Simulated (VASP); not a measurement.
# W (Fm-3m) in VASP: a series of runs, part 2 of 2

VASP 6.6.1. Earlier steps stand in the parts before.

## (5) Single point, PBE

This run uses another cell than the first one, of 16.46 Å³/atom, 1.143 times its volume.

The input, INCAR:

```
PREC     = Accurate       # precision mode
ENCUT    = 520            # plane-wave cutoff, eV
EDIFF    = 1E-6           # SCF threshold, eV
ISMEAR   = -1             # smearing method
SIGMA    = 0.08           # smearing width, eV
LREAL    = False          # projectors in reciprocal space
LASPH    = True           # aspherical terms in the spheres
NELM     = 60             # most SCF steps
ALGO     = Normal         # electronic algorithm
ISIF     = 2              # what is computed and relaxed
LWAVE    = False          # write WAVECAR
LCHARG   = False          # write CHGCAR
GGA      = PE             # functional
NBANDS   = 13             # bands
```

The input, KPOINTS:

```
regular mesh
0
Gamma
  17 17 17
```

The input, POSCAR:

```
W
1.0
    0.0000000000      2.0189908961      2.0189908961
    2.0189908961      0.0000000000      2.0189908961
    2.0189908961      2.0189908961      0.0000000000
W
1
Direct
    0.0000000000      0.0000000000      0.0000000000
```

Potentials or basis: VASP PAW PBE potentials, release 64 (W_sv).

Started as:

```bash
> cat potpaw_PBE.64/W_sv/POTCAR > POTCAR
> mpirun -np 1 vasp_std > vasp.out
```

OUTCAR:

```text
PREC = Accurate
   ENCUT = 520
   EDIFF = 1E-6
   ISMEAR = -1
   LREAL = False
   LASPH = True
   NELM = 60
   ISIF = 2
   GGA = PE

 ion  position               nearest neighbor table
   1  0.000  0.000  0.000-

  LATTYP: Found a face centered cubic cell.
 ALAT       =     4.0379817922

  Lattice vectors:

 A1 = (   0.0000000000,   2.0189908961,   2.0189908961)
 A2 = (   2.0189908961,   0.0000000000,   2.0189908961)
 A3 = (   2.0189908961,   2.0189908961,   0.0000000000)

Analysis of symmetry for initial positions (statically):
=====================================================================
 Subroutine PRICEL returns:
 Original cell was already a primitive cell.

 Routine SETGRP: Setting up the symmetry group for a
 face centered cubic supercell.

 Subroutine GETGRP returns: Found 48 space group operations
 (whereof 48 operations were pure point group operations)
 out of a pool of 48 trial point group operations.

The static configuration has the point symmetry O_h .

Analysis of symmetry for dynamics (positions and initial velocities):
=====================================================================
 Subroutine PRICEL returns:
 Original cell was already a primitive cell.

 Routine SETGRP: Setting up the symmetry group for a
 face centered cubic supercell.

 Subroutine GETGRP returns: Found 48 space group operations
 (whereof 48 operations were pure point group operations)
 out of a pool of 48 trial point group operations.

The dynamic configuration has the point symmetry O_h .

 Subroutine INISYM returns: Found 48 space group operations
 (whereof 48 operations are pure point group operations),
 and found     1 'primitive' translations

----------------------------------------------------------------------------------------
[... 114 lines left out ...]
  Thomas-Fermi vector in A             =   2.655668
   LORBIT       =      0    0 simple, 1 ext, 2 COOP (PROOUT), +10 PAW based schemes
   GGA     = PE    functional components
   LHFCALC =     F    Hartree Fock is set to
   AEXX    =    0.0000 exact exchange contribution
   IVDW    =     0    specifies the selected vdW correction
   LEPSILON=     F    determine dielectric tensor
   LRPA    =     F    only Hartree local field effects (RPA)
 non-spin polarized calculation
  energy-cutoff  :      520.00
  volume of cell :       16.46
 maximum number of plane-waves:       459
 NGX is ok and might be reduce to    24
   NGX = 11   NGY = 11   NGZ = 11

 number of electron      14.0000002 magnetization

 Free energy of the ion-electron system (eV)
  ---------------------------------------------------
  ext. energy  EPLUGINS =         0.00000000
  ---------------------------------------------------
  free energy    TOTEN  =       -12.48302292 eV

  energy without entropy =      -12.45499983  energy(sigma->0) =      -12.46901138

 E-fermi :  10.4532     XC(G=0): -13.4190

 val. band max:       10.4524168581   @ k =  -0.4118   0.0588   0.0000
 cond. band min:      10.4551747979   @ k =   0.2353   0.2353   0.0000
 fundamental gap:      0.0027579398
 Fermi energy:        10.4532272678

 k-point     1 :       0.0000    0.0000    0.0000
  band No.  band energies     occupation
      1     -63.2310      2.00000
      2     -26.8655      2.00000
      3     -26.8655      2.00000
      4     -26.8655      2.00000
      5       1.4716      2.00000
      6       9.8949      1.99814
      7       9.8949      1.99814
      8       9.8949      1.99814
      9      13.0066      0.00000
     10      13.0066      0.00000
     11      23.2319      0.00000
     12      28.4346      0.00000
     13      28.4346      0.00000
[... 354 lines left out ...]
  band No.  band energies     occupation
      1     -63.2100      2.00000
      2     -27.0925      2.00000
      3     -26.9239      2.00000
      4     -26.8847      2.00000
      5       2.3876      2.00000
      6       9.2449      2.00000
      7      10.2845      1.78367
      8      10.2904      1.76898
      9      12.4052      0.00000
     10      13.0450      0.00000
     11      24.9079      0.00000
     12      26.1741      0.00000
     13      29.3495      0.00000

 [... further k-points ...]

------------------------ aborting loop because EDIFF is reached ----------------------------------------

  FORCE on cell =-STRESS in cart. coord.  units (eV):
  Direction    XX          YY          ZZ          XY          YZ          ZX
  --------------------------------------------------------------------------------------
  -------------------------------------------------------------------------------------
  Total        0.0513071      0.0513071      0.0513071     -0.0000000     -0.0000000      0.0000000
  in kB        4.9940726      4.9940726      4.9940726     -0.0000000     -0.0000000      0.0000000
  external PRESSURE =       4.9940726 kB  Pullay stress =       0.0000000 kB

 VOLUME and BASIS-vectors are now :
 -----------------------------------------------------------------------------
  energy-cutoff  :      520.00
  volume of cell :       16.46
      direct lattice vectors                 reciprocal lattice vectors
     0.000000000  2.018990896  2.018990896    -0.247648467  0.247648467  0.247648467
     2.018990896  0.000000000  2.018990896     0.247648467 -0.247648467  0.247648467
     2.018990896  2.018990896  0.000000000     0.247648467  0.247648467 -0.247648467

 POSITION                                       TOTAL-FORCE (eV/Angst)
 -----------------------------------------------------------------------------------
      0.00000      0.00000      0.00000         0.000000      0.000000      0.000000
 -----------------------------------------------------------------------------------
    total drift:                               -0.000000      0.000000      0.000000

  FREE ENERGIE OF THE ION-ELECTRON SYSTEM (eV)
  ---------------------------------------------------
  free  energy   TOTEN  =       -12.4830229249 eV

  energy  without entropy=      -12.4549998322  energy(sigma->0) =      -12.46901138
```

stdout:

```text
POSCAR found type information on POSCAR W
 POSCAR found :  1 types and       1 ions
 scaLAPACK will be used
 LDA part: xc-table for (Slater+PW92), standard interpolation
 POSCAR, INCAR and KPOINTS ok, starting setup
 FFT: planning ... GRIDC
 FFT: planning ... GRID_SOFT
 FFT: planning ... GRID
 WAVECAR not read
 entering main loop
```

It took 9.4 s on 1 thread of Intel Xeon 6975P-C (Granite Rapids), shared host; peak memory 0.16 GiB.

Results:

| Item | Value |
| --- | --- |
| Free energy | -12.4830 eV |
| Pressure | 0.5 GPa |
| Band gap on the k mesh | zero (band 7 reaches 13.31 eV, above the bottom of band 8 at 9.89 eV) |

Caveat: spin-orbit coupling is left out, which moves the levels of the heavy elements.

## (6) The runs side by side

| cell | gap on the mesh (eV) | pressure (GPa) |
| --- | --- | --- |
| a = 2.731 Å, angles 60.0°, 1 atom | none | 50.3 |
| a = 2.730 Å, angles 60.0°, 1 atom | none | 50.5 |
| a = 2.855 Å, angles 60.0°, 1 atom | none | 0.5 |

Alike in all rows: task single point; level PBE; potentials or basis VASP PAW PBE potentials, release 64 (W_sv); no spin polarisation; k mesh 17 × 17 × 17; cutoff (eV) 520; smearing fermi-dirac 0.08 eV.

Caveats: spin-orbit coupling is left out, which moves the levels of the heavy elements.

Total energies depend on the potentials used, so only differences within one code and one set of settings carry meaning.
